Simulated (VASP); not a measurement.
# Cu (P6_3/mmc) in VASP: a series of runs, part 2 of 2

VASP 6.6.1. Earlier steps stand in the parts before.

**3. Single point, PBE**

This run uses another cell than the first one, of 11.23 Å³/atom, 0.961 times its volume.

INCAR reads:

```
ALGO = Normal
EDIFF = 1E-6
ENCUT = 700
GGA = PE
GGA_COMPAT = F
ISIF = 2
ISMEAR = -1
LASPH = T
LCHARG = F
LREAL = F
LWAVE = F
NBANDS = 46
NELM = 120
PREC = Accurate
SIGMA = 0.05
```

KPOINTS reads:

```
k-points
0
Gamma
  12 12 4
```

POSCAR reads:

```
Cu
1.0
    2.5137785214      0.0000000000      0.0000000000
   -1.2568892608      2.1769960591      0.0000000000
    0.0000000000      0.0000000000      8.2063649859
Cu
4
Direct
    0.6666666667      0.3333333333      0.7500000000
    0.0000000000      0.0000000000      0.5000000000
    0.3333333333      0.6666666667      0.2500000000
    0.0000000000      0.0000000000      0.0000000000
```

Potentials or basis: VASP PAW PBE potentials, release 64 (Cu_sv_GW).

On the command line:

```sh
cat potpaw_PBE.64/Cu_sv_GW/POTCAR > POTCAR
mpirun -np 1 vasp_std > vasp.out
```

OUTCAR:

```text
EDIFF = 1E-6
   ENCUT = 700
   GGA = PE
   ISIF = 2
   ISMEAR = -1
   LASPH = T
   LREAL = F
   NELM = 120
   PREC = Accurate

 ion  position               nearest neighbor table
   1  0.667  0.333  0.750-   2 2.51   4 2.51   2 2.51   4 2.51   2 2.51   4 2.51
   2  0.000  0.000  0.500-   1 2.51   3 2.51   1 2.51   3 2.51   1 2.51   3 2.51
   3  0.333  0.667  0.250-   2 2.51   4 2.51   2 2.51   4 2.51   2 2.51   4 2.51
   4  0.000  0.000  0.000-   1 2.51   3 2.51   1 2.51   3 2.51   1 2.51   3 2.51

  LATTYP: Found a hexagonal cell.
 ALAT       =     2.5137785214
 C/A-ratio  =     3.2645537051

  Lattice vectors:

 A1 = (   2.5137785214,   0.0000000000,   0.0000000000)
 A2 = (  -1.2568892608,   2.1769960591,   0.0000000000)
 A3 = (   0.0000000000,   0.0000000000,   8.2063649859)

Analysis of symmetry for initial positions (statically):
=====================================================================
 Subroutine PRICEL returns:
 Original cell was already a primitive cell.

 Routine SETGRP: Setting up the symmetry group for a
 hexagonal supercell.

 Subroutine GETGRP returns: Found 24 space group operations
 (whereof 12 operations were pure point group operations)
 out of a pool of 24 trial point group operations.

The static configuration has the point symmetry D_3d.
 The point group associated with its full space group is D_6h.

Analysis of symmetry for dynamics (positions and initial velocities):
=====================================================================
 Subroutine PRICEL returns:
 Original cell was already a primitive cell.

 Routine SETGRP: Setting up the symmetry group for a
 hexagonal supercell.

 Subroutine GETGRP returns: Found 24 space group operations
 (whereof 12 operations were pure point group operations)
 out of a pool of 24 trial point group operations.
[... 121 lines left out ...]
   ISMEAR =    -1;   SIGMA  =   0.05  broadening in eV -4-tet -1-fermi 0-gaus
   EFERMI_NEDOS =   21; number of points for ismear=-14 and -15
   IALGO  =     38    algorithm
   IMIX   =      4    mixing-type and parameters
     AMIX     =   0.40;   BMIX     =  1.00
     AMIX_MAG =   1.60;   BMIX_MAG =  1.00
  volume/ion in A,a.u.               =      11.23        75.77
  Fermi-wavevector in a.u.,A,eV,Ry     =   1.950896  3.686660 51.783728  3.805997
  Thomas-Fermi vector in A             =   2.978318
   LORBIT       =      0    0 simple, 1 ext, 2 COOP (PROOUT), +10 PAW based schemes
   GGA     = PE    functional components
   LHFCALC =     F    Hartree Fock is set to
   AEXX    =    0.0000 exact exchange contribution
   IVDW    =     0    specifies the selected vdW correction
   LEPSILON=     F    determine dielectric tensor
   LRPA    =     F    only Hartree local field effects (RPA)
 non-spin polarized calculation
  energy-cutoff  :      700.00
  volume of cell :       44.91
 maximum number of plane-waves:      1932
 NGX is ok and might be reduce to    24
   NGX = 11   NGY = 11   NGZ = 35

 number of electron      75.9999985 magnetization

 Free energy of the ion-electron system (eV)
  ---------------------------------------------------
  ext. energy  EPLUGINS =         0.00000000
  ---------------------------------------------------
  free energy    TOTEN  =       -15.06251231 eV

  energy without entropy =      -15.04939398  energy(sigma->0) =      -15.05595314

 E-fermi :   8.1562     XC(G=0): -13.6868

 val. band max:        8.1376076163   @ k =   0.1667   0.0833   0.5000
 cond. band min:       8.2401099052   @ k =   0.5000   0.0000   0.5000
 fundamental gap:      0.1025022890
 Fermi energy:         8.1562383113

 k-point     1 :       0.0000    0.0000    0.0000
  band No.  band energies     occupation
      1    -104.4728      2.00000
      2    -104.4697      2.00000
      3    -104.4506      2.00000
      4    -104.4464      2.00000
      5     -61.9126      2.00000
      6     -61.8554      2.00000
[... 1165 lines left out ...]
     45      21.1168      0.00000
     46      21.9053      0.00000

 [... further k-points ...]

------------------------ aborting loop because EDIFF is reached ----------------------------------------

  FORCE on cell =-STRESS in cart. coord.  units (eV):
  Direction    XX          YY          ZZ          XY          YZ          ZX
  --------------------------------------------------------------------------------------
  -------------------------------------------------------------------------------------
  Total        1.4942346      1.4942346      1.3595603     -0.0000000      0.0000000      0.0000000
  in kB       53.3081836     53.3081836     48.5035537     -0.0000000      0.0000000      0.0000000
  external PRESSURE =      51.7066403 kB  Pullay stress =       0.0000000 kB

 VOLUME and BASIS-vectors are now :
 -----------------------------------------------------------------------------
  energy-cutoff  :      700.00
  volume of cell :       44.91
      direct lattice vectors                 reciprocal lattice vectors
     2.513778521  0.000000000  0.000000000     0.397807520  0.229674279  0.000000000
    -1.256889261  2.176996059  0.000000000     0.000000000  0.459348558  0.000000000
     0.000000000  0.000000000  8.206364986     0.000000000  0.000000000  0.121856632

 POSITION                                       TOTAL-FORCE (eV/Angst)
 -----------------------------------------------------------------------------------
      1.25689      0.72567      6.15477         0.000000      0.000000     -0.000000
      0.00000      0.00000      4.10318        -0.000000      0.000000      0.000000
     -0.00000      1.45133      2.05159         0.000000     -0.000000      0.000000
      0.00000      0.00000      0.00000        -0.000000      0.000000      0.000000
 -----------------------------------------------------------------------------------
    total drift:                               -0.000000      0.000000      0.000000

  FREE ENERGIE OF THE ION-ELECTRON SYSTEM (eV)
  ---------------------------------------------------
  free  energy   TOTEN  =       -15.0625123116 eV

  energy  without entropy=      -15.0493939783  energy(sigma->0) =      -15.05595314
```

Run time: 2.8 min. Hardware: 1 thread of AMD EPYC 7R13 (Zen 3), shared host; peak memory 0.27 GiB.

Results:

* Free energy: -15.0625 eV
* Pressure: 5.2 GPa
* Band gap on the k mesh: zero (band 38 reaches 11.67 eV, above the bottom of band 39 at 6.42 eV)

Stress tensor (GPa, compression positive):
```
5.33 0.00 0.00
0.00 5.33 0.00
0.00 0.00 4.85
```

Levels at points of the mesh, in eV from the Fermi level:
| k point | band 34 | band 35 | band 36 | band 37 | band 38 | band 39 | band 40 | band 41 | band 42 | band 43 |
| --- | --- | --- | --- | --- | --- | --- | --- | --- | --- | --- |
| (0.00, 0.00, 0.00) | -2.09 | -2.09 | -1.92 | -1.92 | -1.60 | -1.60 | -1.13 | 4.09 | 12.93 | 12.94 |
| (0.50, 0.00, 0.00) | -1.46 | -1.46 | -1.44 | -0.68 | 0.36 | 1.07 | 1.65 | 4.90 | 4.92 | 8.80 |
| (0.00, 0.00, 0.50) | -2.23 | -2.23 | -2.23 | -1.73 | -1.73 | -1.73 | -1.73 | 7.25 | 7.25 | 19.44 |
| (0.50, 0.00, 0.50) | -1.55 | -1.46 | -1.46 | 0.08 | 0.08 | 1.44 | 1.44 | 5.39 | 5.39 | 7.29 |

**4. Single point, PBEsol**

This run uses another cell than the first one, of 9.95 Å³/atom, 0.851 times its volume.

INCAR reads:

```
SYSTEM = Cu
ALGO     = Normal         ! electronic algorithm
EDIFF    = 1E-6           ! SCF threshold, eV
ENCUT    = 600            ! plane-wave cutoff, eV
GGA      = PS             ! functional
GGA_COMPAT= .False.      
ISIF     = 2              ! what is computed and relaxed
ISMEAR   = -1             ! smearing method
LASPH    = .True.         ! aspherical terms in the spheres
LCHARG   = .False.        ! write CHGCAR
LREAL    = .False.        ! projectors in reciprocal space
LWAVE    = .False.        ! write WAVECAR
NBANDS   = 30             ! bands
NELM     = 120            ! most SCF steps
PREC     = Accurate       ! precision mode
SIGMA    = 0.05           ! smearing width, eV
```

KPOINTS reads:

```
k-points
0
Gamma
  12 12 4
  0 0 0
```

POSCAR reads:

```
Cu
1.0
    2.4161857088      0.0000000000      0.0000000000
   -1.2080928544      2.0924782040      0.0000000000
    0.0000000000      0.0000000000      7.8704697000
Cu
4
Direct
    0.6666666667      0.3333333333      0.7500000000
    0.0000000000      0.0000000000      0.5000000000
    0.3333333333      0.6666666667      0.2500000000
    0.0000000000      0.0000000000      0.0000000000
```

Potentials or basis: VASP PAW PBE potentials, release 64 (Cu).

On the command line:

```sh
cat potpaw_PBE.64/Cu/POTCAR > POTCAR
mpirun -np 1 vasp_std > vasp.out
```

OUTCAR:

```text
SYSTEM = Cu
   EDIFF = 1E-6
   ENCUT = 600
   GGA = PS
   ISIF = 2
   ISMEAR = -1
   LASPH = .True.
   LREAL = .False.
   NELM = 120
   PREC = Accurate

 ion  position               nearest neighbor table
   1  0.667  0.333  0.750-   2 2.41   4 2.41   2 2.41   4 2.41   2 2.41   4 2.41
   2  0.000  0.000  0.500-   1 2.41   3 2.41   3 2.41   1 2.41   1 2.41   3 2.41
   3  0.333  0.667  0.250-   2 2.41   4 2.41   2 2.41   4 2.41   2 2.41   4 2.41
   4  0.000  0.000  0.000-   1 2.41   3 2.41   3 2.41   1 2.41   1 2.41   3 2.41

  LATTYP: Found a hexagonal cell.
 ALAT       =     2.4161857088
 C/A-ratio  =     3.2573943598
[... 992 lines left out ...]
  --------------------------------------------------------------------------------------
  -------------------------------------------------------------------------------------
  Total        7.7340175      7.7340175      7.7154224      0.0000000     -0.0000000     -0.0000000
  in kB      311.4037413    311.4037413    310.6550261      0.0000000     -0.0000000     -0.0000000
  external PRESSURE =     311.1541696 kB  Pullay stress =       0.0000000 kB

 VOLUME and BASIS-vectors are now :
 -----------------------------------------------------------------------------
  energy-cutoff  :      600.00
  volume of cell :       39.79
      direct lattice vectors                 reciprocal lattice vectors
     2.416185709  0.000000000  0.000000000     0.413875472  0.238951115  0.000000000
    -1.208092854  2.092478204  0.000000000     0.000000000  0.477902230  0.000000000
     0.000000000  0.000000000  7.870469700     0.000000000  0.000000000  0.127057220

 POSITION                                       TOTAL-FORCE (eV/Angst)
 -----------------------------------------------------------------------------------
      1.20809      0.69749      5.90285         0.000000     -0.000000      0.000000
      0.00000      0.00000      3.93523        -0.000000      0.000000     -0.000000
     -0.00000      1.39499      1.96762        -0.000000      0.000000     -0.000000
      0.00000      0.00000      0.00000        -0.000000      0.000000     -0.000000
 -----------------------------------------------------------------------------------
    total drift:                                0.000000     -0.000000      0.000000

  FREE ENERGIE OF THE ION-ELECTRON SYSTEM (eV)
  ---------------------------------------------------
  free  energy   TOTEN  =       -16.7293075005 eV

  energy  without entropy=      -16.7166320622  energy(sigma->0) =      -16.72296978
```

OSZICAR:

```text
N       E                     dE             d eps       ncg     rms          rms(c)
DAV:   1     0.346433050706E+03    0.34643E+03   -0.21706E+04  3724   0.307E+03
DAV:   2     0.129088302427E+02   -0.33352E+03   -0.31984E+03  3420   0.419E+02
DAV:   3    -0.203011165204E+02   -0.33210E+02   -0.31430E+02  3704   0.179E+02
DAV:   4    -0.212278036448E+02   -0.92669E+00   -0.92469E+00  3938   0.403E+01
DAV:   5    -0.212429343393E+02   -0.15131E-01   -0.15130E-01  4340   0.510E+00    0.170E+01
DAV:   6    -0.178283929933E+02    0.34145E+01   -0.29269E+01  3828   0.122E+02    0.625E+00
DAV:   7    -0.167973867233E+02    0.10310E+01   -0.47471E+00  3932   0.473E+01    0.126E+00
DAV:   8    -0.167398852691E+02    0.57501E-01   -0.10275E-01  4824   0.537E+00    0.715E-01
DAV:   9    -0.167333195459E+02    0.65657E-02   -0.10178E-02  4140   0.428E+00    0.450E-01
DAV:  10    -0.167293657165E+02    0.39538E-02   -0.50972E-03  4382   0.154E+00    0.694E-02
DAV:  11    -0.167293036088E+02    0.62108E-04   -0.75884E-04  5252   0.340E-01    0.766E-03
DAV:  12    -0.167293077559E+02   -0.41471E-05   -0.43765E-05  3962   0.108E-01    0.842E-03
DAV:  13    -0.167293075005E+02    0.25541E-06   -0.50764E-06  3854   0.397E-02
   1 F= -.16729308E+02 E0= -.16722970E+02  d E =-.126754E-01
```

It took 68 s on 1 thread of AMD EPYC 9R45 (Zen 5), shared host; peak memory 0.16 GiB.

Results:

| Item | Value |
| --- | --- |
| Free energy | -16.7293 eV |
| Pressure | 31.1 GPa |
| Band gap on the k mesh | zero (band 22 reaches 13.40 eV, above the bottom of band 23 at 7.73 eV) |

Caveat: the PAW data sets were made with another functional, which shifts forces and pressure a little.

**5. Single point, PBEsol**

This run uses another cell than the first one, of 10.30 Å³/atom, 0.882 times its volume.

INCAR reads:

```
PREC     = Accurate       # precision mode
ENCUT    = 600            # plane-wave cutoff, eV
EDIFF    = 1E-6           # SCF threshold, eV
ISMEAR   = -1             # smearing method
SIGMA    = 0.05           # smearing width, eV
LREAL    = False          # projectors in reciprocal space
LASPH    = True           # aspherical terms in the spheres
NELM     = 120            # most SCF steps
ALGO     = Normal         # electronic algorithm
ISIF     = 2              # what is computed and relaxed
LWAVE    = False          # write WAVECAR
LCHARG   = True           # write CHGCAR
GGA      = PS             # functional
LELF     = True           # ELF
LVHAR    = True         
NBANDS   = 30             # bands
GGA_COMPAT= False
```

KPOINTS reads:

```
regular mesh
0
Gamma
  12 12 4
```

POSCAR reads:

```
Cu
1.0
    2.4448592456      0.0000000000      0.0000000000
   -1.2224296228      2.1173102154      0.0000000000
    0.0000000000      0.0000000000      7.9625199015
Cu
4
Direct
    0.6666666667      0.3333333333      0.7500000000
    0.0000000000      0.0000000000      0.5000000000
    0.3333333333      0.6666666667      0.2500000000
    0.0000000000      0.0000000000      0.0000000000
```

On the command line:

```sh
cat potpaw_PBE.64/Cu/POTCAR > POTCAR
mpirun -np 1 vasp_std > vasp.out
```

Wall time 72 s (1 thread of AMD EPYC 9R45 (Zen 5), shared host); peak memory 0.17 GiB.

It converged, with:

```
Free energy            : -16.9579 eV
Pressure               : 21.7 GPa
Band gap on the k mesh : zero (band 22 reaches 12.80 eV, above the bottom of band 23 at 7.26 eV)
```

Levels at points of the mesh, in eV from the Fermi level:
| k point | band 19 | band 20 | band 21 | band 22 | band 23 | band 24 | band 25 | band 26 |
| --- | --- | --- | --- | --- | --- | --- | --- | --- |
| (0.00, 0.00, 0.00) | -2.29 | -2.09 | -2.09 | -1.74 | -1.74 | -1.36 | 4.59 | 13.76 |
| (0.50, 0.00, 0.00) | -1.57 | -1.55 | -0.87 | 0.24 | 1.14 | 1.75 | 5.37 | 5.39 |
| (0.00, 0.00, 0.50) | -2.44 | -2.44 | -1.88 | -1.88 | -1.88 | -1.88 | 7.83 | 7.83 |
| (0.50, 0.00, 0.50) | -1.58 | -1.58 | 0.03 | 0.03 | 1.50 | 1.50 | 5.83 | 5.83 |

Caveat: the PAW data sets were made with another functional, which shifts forces and pressure a little.

**6. Overview**

```tsv
level	potentials or basis	cell	cutoff (eV)	second run	gap on the mesh (eV)	pressure (GPa)
PBEsol	VASP PAW PBE potentials, release 64 (Cu_sv_GW)	a = 2.548, b = 2.548, c = 8.317 Å, angles 90.0, 90.0, 120.0°, 4 atoms	700	valence_matched	none	-9.9
PBE	VASP PAW PBE potentials, release 64 (Cu_sv_GW)	a = 2.514, b = 2.514, c = 8.206 Å, angles 90.0, 90.0, 120.0°, 4 atoms	700	valence_matched	none	5.2
PBEsol	VASP PAW PBE potentials, release 64 (Cu)	a = 2.416, b = 2.416, c = 7.870 Å, angles 90.0, 90.0, 120.0°, 4 atoms	600	-	none	31.1
PBEsol	VASP PAW PBE potentials, release 64 (Cu)	a = 2.445, b = 2.445, c = 7.963 Å, angles 90.0, 90.0, 120.0°, 4 atoms	600	-	none	21.7
```

Alike in all rows: task single point; no spin polarisation; k mesh 12 × 12 × 4; smearing fermi-dirac 0.05 eV.

Caveats: the PAW data sets were made with another functional, which shifts forces and pressure a little (some runs).

Total energies depend on the potentials used, so only differences within one code and one set of settings carry meaning.
